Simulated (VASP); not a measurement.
Runs of VASP 6.6.1 on PbS. The structure is that of space group Fm-3m (No. 225), or close to it. The cells are those of the table. 

```tsv
task	level	spin	cell	k mesh	cutoff (eV)	smearing	grid for exact exchange (PRECFOCK)	share of exact exchange	screening parameter	gap on the mesh (eV)	pressure (GPa)
relaxation of cell and atoms	r2SCAN	off	relaxed from a = 4.248 Å, angles 60.0°, 2 atoms	6 × 6 × 6	600	fermi-dirac 0.02 eV	-	-	-	0.70	0.0
dielectric tensor	PBE	off	a = 4.225 Å, angles 60.0°, 2 atoms	6 × 6 × 6	520	gaussian 0.01 eV	-	-	-	0.44	-
dielectric tensor	r2SCAN	off	a = 4.225 Å, angles 60.0°, 2 atoms	6 × 6 × 6	520	gaussian 0.01 eV	-	-	-	0.70	-
single point	HSE06	off	a = 4.222 Å, angles 60.0°, 2 atoms	4 × 4 × 4	520	fermi-dirac 0.02 eV	Normal	0.25	0.2079 1/Å	0.88	-0.1
single point	HSE06	off	a = 4.225 Å, angles 60.0°, 2 atoms	6 × 6 × 6	520	gaussian 0.01 eV	Normal	0.25	0.2079 1/Å	0.88	-0.3
single point	PBE	non-collinear, zero start, SOC	a = 4.225 Å, angles 60.0°, 2 atoms	8 × 8 × 8	520	fermi-dirac 0.02 eV	-	-	-	-	(a)
```

Alike in all rows: potentials or basis VASP PAW PBE potentials, release 64 (Pb_d, S).

Question: Fill in the values left out.

Answer: (a) 0.7.

Caveats: some runs use coarse meshes; spin-orbit coupling is left out, which moves the levels of the heavy elements (at least some runs); the PAW data sets were made with another functional, which shifts forces and pressure a little (at least some runs); the gap is small at this level, which inflates the dielectric constant (at least some runs).

A k mesh can miss the band edges, and rows without SOC leave out spin-orbit coupling on Pb.
